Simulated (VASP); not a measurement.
# C (P6_3/mmc) in VASP: further runs

The runs below take C through single point, with PBE.

The COD entry that gives the cell may itself be a prediction, so a difference from it is no test against experiment.

Program: VASP 6.6.1. These are calculated values, not measurements. Logs are shortened: lines on timing, memory, paths and dates and some standing lists are left out, and cuts for length are marked.

## 1. The cell of the first run

It takes space group P6_3/mmc (No. 194, hexagonal). Conventional cell: a = 2.565 Å, b = 2.565 Å, c = 12.740 Å, α = 90.00°, β = 90.00°, γ = 120.00°. Within 2.1 Å of C (site symmetry 3m) lie 4 C at 1.57 to 1.61 Å. Within 2.1 Å of C (site symmetry 3m) lie 4 C at 1.57 to 1.58 Å. Within 2.1 Å of C (site symmetry 3m) lie 4 C at 1.57 to 1.58 Å.

## 2. Single point, PBE

INCAR

```
PREC     = Accurate       # precision mode
ENCUT    = 520            # plane-wave cutoff, eV
EDIFF    = 1E-7           # SCF threshold, eV
ISMEAR   = 0              # smearing method
SIGMA    = 0.05           # smearing width, eV
LREAL    = F              # projectors in reciprocal space
LASPH    = T              # aspherical terms in the spheres
NELM     = 60             # most SCF steps
ALGO     = Normal         # electronic algorithm
ISIF     = 2              # what is computed and relaxed
LWAVE    = F              # write WAVECAR
LCHARG   = F              # write CHGCAR
GGA      = PE             # functional
NBANDS   = 36             # bands
```

KPOINTS

```
regular mesh
0
Gamma
  12 12 2
```

POSCAR

```
C
1.0
    2.5647000000      0.0000000000      0.0000000000
   -1.2823500000      2.2210953531      0.0000000000
    0.0000000000      0.0000000000     12.7398000000
C
12
Direct
    0.0000000000      0.0000000000      0.1868593266
    0.0000000000      0.0000000000      0.6868593266
    0.0000000000      0.0000000000      0.3131406734
    0.0000000000      0.0000000000      0.8131406734
    0.3333333333      0.6666666667      0.5207665411
    0.6666666667      0.3333333333      0.0207665411
    0.3333333333      0.6666666667      0.9792334589
    0.6666666667      0.3333333333      0.4792334589
    0.3333333333      0.6666666667      0.6450950823
    0.6666666667      0.3333333333      0.1450950823
    0.3333333333      0.6666666667      0.8549049177
    0.6666666667      0.3333333333      0.3549049177
```

Potentials or basis: VASP PAW PBE potentials, release 64 (C).

Command:

```sh
$ cat potpaw_PBE.64/C/POTCAR > POTCAR
$ mpirun -np 1 vasp_std > vasp.out
```

OUTCAR:

```text
PREC = Accurate
   ENCUT = 520
   EDIFF = 1E-7
   ISMEAR = 0
   LREAL = F
   LASPH = T
   NELM = 60
   ISIF = 2
   GGA = PE

 ion  position               nearest neighbor table
   1  0.000  0.000  0.187-  10 1.57  10 1.57  10 1.57   3 1.61
   2  0.000  0.000  0.687-   9 1.57   9 1.57   9 1.57   4 1.61
   3  0.000  0.000  0.313-  12 1.57  12 1.57  12 1.57   1 1.61
   4  0.000  0.000  0.813-  11 1.57  11 1.57  11 1.57   2 1.61
   5  0.333  0.667  0.521-   8 1.57   8 1.57   8 1.57   9 1.58
   6  0.667  0.333  0.021-   7 1.57   7 1.57   7 1.57  10 1.58
   7  0.333  0.667  0.979-   6 1.57   6 1.57   6 1.57  11 1.58
   8  0.667  0.333  0.479-   5 1.57   5 1.57   5 1.57  12 1.58
   9  0.333  0.667  0.645-   2 1.57   2 1.57   2 1.57   5 1.58
  10  0.667  0.333  0.145-   1 1.57   1 1.57   1 1.57   6 1.58
  11  0.333  0.667  0.855-   4 1.57   4 1.57   4 1.57   7 1.58
  12  0.667  0.333  0.355-   3 1.57   3 1.57   3 1.57   8 1.58

  LATTYP: Found a hexagonal cell.
 ALAT       =     2.5647000000
 C/A-ratio  =     4.9673646040

  Lattice vectors:

 A1 = (   2.5647000000,   0.0000000000,   0.0000000000)
 A2 = (  -1.2823500000,   2.2210953531,   0.0000000000)
 A3 = (   0.0000000000,   0.0000000000,  12.7398000000)

Analysis of symmetry for initial positions (statically):
=====================================================================
 Subroutine PRICEL returns:
 Original cell was already a primitive cell.

 Routine SETGRP: Setting up the symmetry group for a
 hexagonal supercell.

 Subroutine GETGRP returns: Found 24 space group operations
 (whereof 12 operations were pure point group operations)
 out of a pool of 24 trial point group operations.

The static configuration has the point symmetry D_3d.
 The point group associated with its full space group is D_6h.

Analysis of symmetry for dynamics (positions and initial velocities):
=====================================================================
 Subroutine PRICEL returns:
 Original cell was already a primitive cell.

 Routine SETGRP: Setting up the symmetry group for a
 hexagonal supercell.

 Subroutine GETGRP returns: Found 24 space group operations
 (whereof 12 operations were pure point group operations)
 out of a pool of 24 trial point group operations.

The dynamic configuration has the point symmetry D_3d.
 The point group associated with its full space group is D_6h.

 Subroutine INISYM returns: Found 24 space group operations
 (whereof 12 operations are pure point group operations),
 and found     1 'primitive' translations

----------------------------------------------------------------------------------------

                                     Primitive cell

  volume of cell :      72.5715

  direct lattice vectors                    reciprocal lattice vectors
     2.564700000  0.000000000  0.000000000     0.389909151  0.225114153  0.000000000
    -1.282350000  2.221095353  0.000000000     0.000000000  0.450228307  0.000000000
     0.000000000  0.000000000 12.739800000     0.000000000  0.000000000  0.078494168

  length of vectors
     2.564700000  2.564700000 12.739800000     0.450228307  0.450228307  0.078494168

  position of ions in fractional coordinates (direct lattice)
     0.000000000  0.000000000  0.186859327
     0.000000000  0.000000000  0.686859327
     0.000000000  0.000000000  0.313140673
     0.000000000  0.000000000  0.813140673
     0.333333333  0.666666667  0.520766541
     0.666666667  0.333333333  0.020766541
     0.333333333  0.666666667  0.979233459
     0.666666667  0.333333333  0.479233459
     0.333333333  0.666666667  0.645095082
     0.666666667  0.333333333  0.145095082
     0.333333333  0.666666667  0.854904918
     0.666666667  0.333333333  0.354904918

  ion indices of the primitive-cell ions
   primitive index   ion index
                 1           1
                 2           2
                 3           3
                 4           4
                 5           5
                 6           6
                 7           7
                 8           8
                 9           9
                10          10
                11          11
                12          12

----------------------------------------------------------------------------------------

 KPOINTS: regular mesh

Automatic generation of k-mesh.
 Grid dimensions read from file:
 generate k-points for:   12   12    2

 Generating k-lattice:

  Cartesian coordinates                     Fractional coordinates (reciprocal lattice)
     0.032492429  0.018759513  0.000000000     0.083333333 -0.000000000  0.000000000
     0.000000000  0.037519026  0.000000000     0.000000000  0.083333333  0.000000000
     0.000000000  0.000000000  0.039247084     0.000000000  0.000000000  0.500000000

  Length of vectors
     0.037519026  0.037519026  0.039247084

  Shift w.r.t. Gamma in fractional coordinates (k-lattice)
     0.000000000  0.000000000  0.000000000

 Subroutine IBZKPT returns following result:
 ===========================================

 Found     38 irreducible k-points:

 Following reciprocal coordinates:
            Coordinates               Weight
  0.000000  0.000000  0.000000      1.000000
  0.083333  0.000000  0.000000      6.000000
  0.166667  0.000000  0.000000      6.000000
  0.250000 -0.000000  0.000000      6.000000
  0.333333  0.000000  0.000000      6.000000
  0.416667 -0.000000  0.000000      6.000000
[... 16 lines left out ...]
  0.250000 -0.000000  0.500000      6.000000
  0.333333  0.000000  0.500000      6.000000
 [... further k-points ...]
   k-points           NKPTS =     38   k-points in BZ     NKDIM =     38   number of bands    NBANDS=     36
   number of dos      NEDOS =    301   number of ions     NIONS =     12
   total plane-waves  NPLWV =  38400
   dimension x,y,z NGX =    20 NGY =   20 NGZ =   96
   dimension x,y,z NGXF=    40 NGYF=   40 NGZF=  192
   ions per type =              12
   NGX,Y,Z   is equivalent  to a cutoff of  12.96, 12.96, 12.53 a.u.
   NGXF,Y,Z  is equivalent  to a cutoff of  25.93, 25.93, 25.05 a.u.
 SYSTEM =  unknown system
   PREC   = accura    normal or accurate (medium, high low for compatibility)
   ISTART =      0    job   : 0-new  1-cont  2-samecut
   ICHARG =      2    charge: 1-file 2-atom 10-const
   ISPIN  =      1    spin polarized calculation?
   LNONCOLLINEAR =      F non collinear calculations
   LSORBIT =      F    spin-orbit coupling
   LASPH  =      T    aspherical Exc in radial PAW
   ENCUT  =  520.0 eV  38.22 Ry    6.18 a.u.   4.77  4.77 23.69*2*pi/ulx,y,z
   NELM   =     60;   NELMIN=  2; NELMDL= -5     # of ELM steps
   EDIFF  = 0.1E-06   stopping-criterion for ELM
   LREAL  =      F    real-space projection
   EDIFFG = 0.1E-05   stopping-criterion for IOM
   NSW    =      0    number of steps for IOM
   IBRION =     -1    ionic relax: 0-MD 1-quasi-New 2-CG
   NFREE  =      0    steps in history (QN), initial steepest desc. (CG)
   ISIF   =      2    stress and relaxation
   ISYM   =      2    0-nonsym 1-usesym 2-fastsym
   POTIM  = 0.5000    time-step for ionic-motion
   TEBEG  =    0.0;   TEEND  =   0.0 temperature during run
   PSTRESS=    0.0 pullay stress
   NELECT =      48.0000    total number of electrons
   NUPDOWN=      -1.0000    fix difference up-down
   EMIN   =  10.00;   EMAX   =-10.00  energy-range for DOS
   EFERMI =   0.00;   METHOD = LEGACY
   ISMEAR =     0;   SIGMA  =   0.05  broadening in eV -4-tet -1-fermi 0-gaus
   EFERMI_NEDOS =   21; number of points for ismear=-14 and -15
   IALGO  =     38    algorithm
   IMIX   =      4    mixing-type and parameters
     AMIX     =   0.40;   BMIX     =  1.00
     AMIX_MAG =   1.60;   BMIX_MAG =  1.00
  volume/ion in A,a.u.               =       6.05        40.81
  Fermi-wavevector in a.u.,A,eV,Ry     =   1.426373  2.695454 27.681597  2.034540
  Thomas-Fermi vector in A             =   2.546657
   LORBIT       =      0    0 simple, 1 ext, 2 COOP (PROOUT), +10 PAW based schemes
   GGA     = PE    functional components
   LHFCALC =     F    Hartree Fock is set to
   AEXX    =    0.0000 exact exchange contribution
   IVDW    =     0    specifies the selected vdW correction
   LEPSILON=     F    determine dielectric tensor
   LRPA    =     F    only Hartree local field effects (RPA)
 non-spin polarized calculation
 Gauss-broadening in eV      SIGMA  =   0.05
  energy-cutoff  :      520.00
  volume of cell :       72.57
 maximum number of plane-waves:      1980
 NGX is ok and might be reduce to    20
   NGX =  9   NGY =  9   NGZ = 47

 number of electron      47.9999999 magnetization

 Free energy of the ion-electron system (eV)
  ---------------------------------------------------
  ext. energy  EPLUGINS =         0.00000000
  ---------------------------------------------------
  free energy    TOTEN  =      -108.73919568 eV

  energy without entropy =     -108.73919568  energy(sigma->0) =     -108.73919568

 E-fermi :   9.1009     XC(G=0): -12.9303

 val. band max:        8.9000672246   @ k =   0.0000   0.0000   0.0000
 cond. band min:      13.2042819832   @ k =   0.3333   0.0000   0.0000
 fundamental gap:      4.3042147586
 Fermi energy:         9.1008744074

 k-point     1 :       0.0000    0.0000    0.0000
  band No.  band energies     occupation
      1     -11.8210      2.00000
      2     -11.1401      2.00000
      3     -11.0620      2.00000
      4      -9.0324      2.00000
      5      -8.9734      2.00000
      6      -6.5695      2.00000
[... 28 lines left out ...]
     35      16.6484      0.00000
     36      16.6859      0.00000
[... 866 lines left out ...]
      6      -5.1945      2.00000
[... 28 lines left out ...]
     35      17.5677      0.00000
     36      17.5677      0.00000

 [... further k-points ...]

------------------------ aborting loop because EDIFF is reached ----------------------------------------

  FORCE on cell =-STRESS in cart. coord.  units (eV):
  Direction    XX          YY          ZZ          XY          YZ          ZX
  --------------------------------------------------------------------------------------
  -------------------------------------------------------------------------------------
  Total       -9.1104288     -9.1104288    -12.5092192      0.0000000      0.0000000      0.0000000
  in kB     -201.1328542   -201.1328542   -276.1686643      0.0000000      0.0000000      0.0000000
  external PRESSURE =    -226.1447909 kB  Pullay stress =       0.0000000 kB

 VOLUME and BASIS-vectors are now :
 -----------------------------------------------------------------------------
  energy-cutoff  :      520.00
  volume of cell :       72.57
      direct lattice vectors                 reciprocal lattice vectors
     2.564700000  0.000000000  0.000000000     0.389909151  0.225114153  0.000000000
    -1.282350000  2.221095353  0.000000000     0.000000000  0.450228307  0.000000000
     0.000000000  0.000000000 12.739800000     0.000000000  0.000000000  0.078494168

 POSITION                                       TOTAL-FORCE (eV/Angst)
 -----------------------------------------------------------------------------------
      0.00000      0.00000      2.38055         0.000000      0.000000     -0.046439
      0.00000      0.00000      8.75045        -0.000000      0.000000     -0.046439
      0.00000      0.00000      3.98935         0.000000      0.000000      0.046439
      0.00000      0.00000     10.35925        -0.000000      0.000000      0.046439
     -0.00000      1.48073      6.63446         0.000000      0.000000     -0.007534
      1.28235      0.74037      0.26456        -0.000000      0.000000     -0.007534
     -0.00000      1.48073     12.47524         0.000000     -0.000000      0.007534
      1.28235      0.74037      6.10534        -0.000000      0.000000      0.007534
     -0.00000      1.48073      8.21838         0.000000     -0.000000      0.032639
      1.28235      0.74037      1.84848         0.000000      0.000000      0.032639
     -0.00000      1.48073     10.89132        -0.000000     -0.000000     -0.032639
      1.28235      0.74037      4.52142         0.000000      0.000000     -0.032639
 -----------------------------------------------------------------------------------
    total drift:                               -0.000000      0.000000      0.000000

  FREE ENERGIE OF THE ION-ELECTRON SYSTEM (eV)
  ---------------------------------------------------
  free  energy   TOTEN  =      -108.7391956772 eV

  energy  without entropy=     -108.7391956772  energy(sigma->0) =     -108.73919568
```

Run time: 1.7 min. Hardware: 1 thread of Intel Xeon 6975P-C (Granite Rapids), shared host; peak memory 0.21 GiB.

What came out:

| Item | Value |
| --- | --- |
| Free energy | -108.7392 eV |
| Pressure | -22.6 GPa |
| Largest force | 0.046 eV/Å |
| Band gap on the k mesh | 4.30 eV, indirect (least direct gap 5.18 eV) |

Forces on the atoms (eV/Å):
```
C    0.000  0.000 -0.046
C    0.000  0.000 -0.046
C    0.000  0.000  0.046
C    0.000  0.000  0.046
C    0.000  0.000 -0.008
C    0.000  0.000 -0.008
C    0.000  0.000  0.008
C    0.000  0.000  0.008
C    0.000  0.000  0.033
C    0.000  0.000  0.033
C    0.000  0.000 -0.033
C    0.000  0.000 -0.033
```

Stress tensor (GPa, compression positive):
```
-20.11   0.00   0.00
  0.00 -20.11   0.00
  0.00   0.00 -27.62
```

Levels at points of the mesh, in eV from the valence-band top:
| k point | band 20 | band 21 | band 22 | band 23 | band 24 | band 25 | band 26 | band 27 | band 28 | band 29 |
| --- | --- | --- | --- | --- | --- | --- | --- | --- | --- | --- |
| (0.00, 0.00, 0.00) | -0.89 | -0.89 | -0.13 | 0.00 | 0.00 | 5.18 | 5.31 | 5.31 | 6.32 | 6.32 |
| (0.50, 0.00, 0.00) | -4.17 | -3.82 | -3.78 | -3.39 | -2.77 | 4.57 | 5.12 | 5.20 | 5.34 | 6.32 |
| (0.00, 0.00, 0.50) | -1.33 | -0.29 | -0.29 | -0.29 | -0.29 | 5.66 | 5.66 | 5.66 | 5.66 | 5.88 |
| (0.50, 0.00, 0.50) | -4.62 | -3.57 | -3.57 | -3.07 | -3.07 | 4.73 | 4.73 | 5.51 | 5.51 | 5.90 |

## 3. Single point, PBE

This run uses another cell than the first one, of 6.08 Å³/atom, 1.005 times its volume.

INCAR

```
PREC = Accurate
ENCUT = 520
EDIFF = 1E-6
ISMEAR = 0
SIGMA = 0.05
LREAL = F
LASPH = T
NELM = 60
ALGO = Normal
ISIF = 2
LWAVE = F
LCHARG = T
GGA = PE
LELF = T
LVHAR = T
NBANDS = 36
```

KPOINTS

```
Automatic mesh
0
Gamma
  12 12 2
```

POSCAR, as its differences from that of step 2:

```diff
@@ -2,5 +2,5 @@
 1.0
-    2.5647000000      0.0000000000      0.0000000000
-   -1.2823500000      2.2210953531      0.0000000000
-    0.0000000000      0.0000000000     12.7398000000
+    2.6529000000      0.0000000000      0.0000000000
+   -1.3264500000      2.2974787937      0.0000000000
+    0.0000000000      0.0000000000     11.9630000000
 C
```

Potentials or basis: VASP PAW PBE potentials, release 64 (C).

Command:

```sh
$ cat potpaw_PBE.64/C/POTCAR > POTCAR
$ mpirun -np 1 vasp_std > vasp.out
```

Run time: 91 s. Hardware: 1 thread of Intel Xeon 6975P-C (Granite Rapids), shared host; peak memory 0.21 GiB.

Results (log left out):

| Property | Result |
| --- | --- |
| Free energy | -107.4311 eV |
| Pressure | -19.8 GPa |
| Largest force | 0.457 eV/Å |
| Band gap on the k mesh | 3.26 eV, indirect (least direct gap 4.21 eV) |

Forces on the atoms (eV/Å):
```
C    0.000  0.000 -0.448
C    0.000  0.000 -0.448
C    0.000  0.000  0.448
C    0.000  0.000  0.448
C    0.000  0.000 -0.457
C    0.000  0.000 -0.457
C    0.000  0.000  0.457
C    0.000  0.000  0.457
C    0.000  0.000  0.208
C    0.000  0.000  0.208
C    0.000  0.000 -0.208
C    0.000  0.000 -0.208
```

Stress tensor (GPa, compression positive):
```
-51.66   0.00   0.00
  0.00 -51.66   0.00
  0.00   0.00  43.91
```

Levels at points of the mesh, in eV from the valence-band top:
```csv
k point,band 22,band 23,band 24,band 25,band 26,band 27
"(0.00, 0.00, 0.00)",-0.47,0.00,0.00,4.21,4.21,5.45
"(0.50, 0.00, 0.00)",-3.83,-3.43,-2.37,3.26,3.95,4.15
"(0.00, 0.00, 0.50)",-0.46,-0.46,-0.46,4.74,4.74,4.74
"(0.50, 0.00, 0.50)",-3.47,-2.83,-2.83,3.46,3.46,5.01
```

A k mesh can miss the band edges. PBE gaps usually lie below the measured ones, often by a third to a half.

(Part 1 of 2 ends here.)
